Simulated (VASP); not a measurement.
The system is BaS.

```xyz
2
Lattice="0.0000 3.2439 3.2014 3.2439 0.0000 3.2014 3.2439 3.2439 0.0000" Properties=species:S:1:pos:R:3 pbc="T T T"
Ba    0.0000    0.0000    0.0000
S     3.2439    3.2439    3.2014
```

This cell differs from its parent crystal: epitaxial xy strain +1.0%.

Base run:

| Quantity | Value |
| --- | --- |
| Program | VASP 6.6.1 |
| Functional | r2SCAN |
| Potentials or basis | VASP PAW PBE potentials, release 64 (Ba_sv, S) |
| Cutoff | 520 eV |
| k mesh | 8 × 8 × 8 |
| Occupations | gaussian, width 0.01 eV |
| Spin | no spin polarisation |

Its results: band gap on the k mesh 2.48 eV, indirect (least direct gap 2.64 eV); pressure -0.1 GPa.

Q: The run is repeated on the same cell with these changes: functional from r2SCAN to PBE; k mesh from 8 × 8 × 8 to 4 × 4 × 4. What comes out?

A: Band gap on the k mesh 2.12 eV, indirect (least direct gap 2.28 eV); pressure 0.0 GPa.

Several settings changed at once, so the effect can't be laid on one alone.

Caveats: some runs use coarse meshes; spin-orbit coupling is left out, which moves the levels of the heavy elements; the PAW data sets were made with another functional, which shifts forces and pressure a little (some runs).

A k mesh can miss the band edges.
